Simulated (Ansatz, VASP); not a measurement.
# Pb: VASP beside Ansatz

File INCAR:

```
SYSTEM = Pb
ALGO = Normal
EDIFF = 1E-8
ENCUT = 520
GGA = PE
ISIF = 2
ISMEAR = -1
LASPH = .True.
LCHARG = .False.
LEFG = .True.
LREAL = .False.
LWAVE = .False.
NBANDS = 21
NELM = 100
PREC = Accurate
SIGMA = 0.05
```

The input KPOINTS:

```
k-points
0
Gamma
  8 8 8
  0 0 0
```

The input POSCAR:

```
Pb
1.0
   -0.0343900006      3.4218050552      3.4218050552
    3.4218050552     -0.0343900006      3.4218050552
    3.4218050552      3.4218050552     -0.0343900006
Pb
2
Direct
    0.0000000000      0.0000000000      0.0000000000
    0.2500000000      0.2500000000      0.2500000000
```

Input for Ansatz:

```yaml
crystal:
  lattice:
    - [-0.0343900006, 3.4218050552, 3.4218050552]
    - [3.4218050552, -0.0343900006, 3.4218050552]
    - [3.4218050552, 3.4218050552, -0.0343900006]
  atoms:
    - { symbol: Pb, position: [0.0, 0.0, 0.0] }
    - { symbol: Pb, position: [0.25, 0.25, 0.25] }
kpoints:
  mp_grid: { grid: [8, 8, 8] }
scf:
  occupations: { method: fermi_dirac, width: 0.05 }
hamiltonian:
  xc: pbe
  pseudopotentials: { kind: all_electron, datasets: crystal }
output:
  forces: true
  stress: true
  eigenvalues: true
  efg: { contact_densities: true }
```

Change from the starting cell: equal xy, yz and zx shear strains of -1 %, crystal datasets.

Alike in both runs: task electric field gradients; functional PBE; k mesh 8 × 8 × 8; occupations fermi-dirac, width 0.05 eV; no spin polarisation.

|  | VASP | Ansatz |
| --- | --- | --- |
| version | VASP 6.6.1 | Ansatz 0.2.0 |
| potentials or method | VASP PAW PBE potentials, release 64 (Pb_d), cutoff 520 eV | all-electron PAW with datasets made for the crystal, scalar-relativistic |

|  | VASP | Ansatz | Ansatz less VASP |
| --- | --- | --- | --- |
| pressure (GPa) | 2.3 | 2.4 | +0.06 |
| traceless stress, the component that is largest in VASP (GPa) | 0.38 | 0.38 | +0.001 |
| rms of the force components (eV/Å) | 0.079 | 0.079 | +0.0002 |
| size of Vzz on the site where it differs most (V/Å²) | 27.1 | 26.6 | -0.49 |

Atom by atom the forces differ by 0.000 eV/Å (rms over components). Ansatz ran all-electron here, and VASP with PAW potentials.

Neither program's run includes spin-orbit coupling.
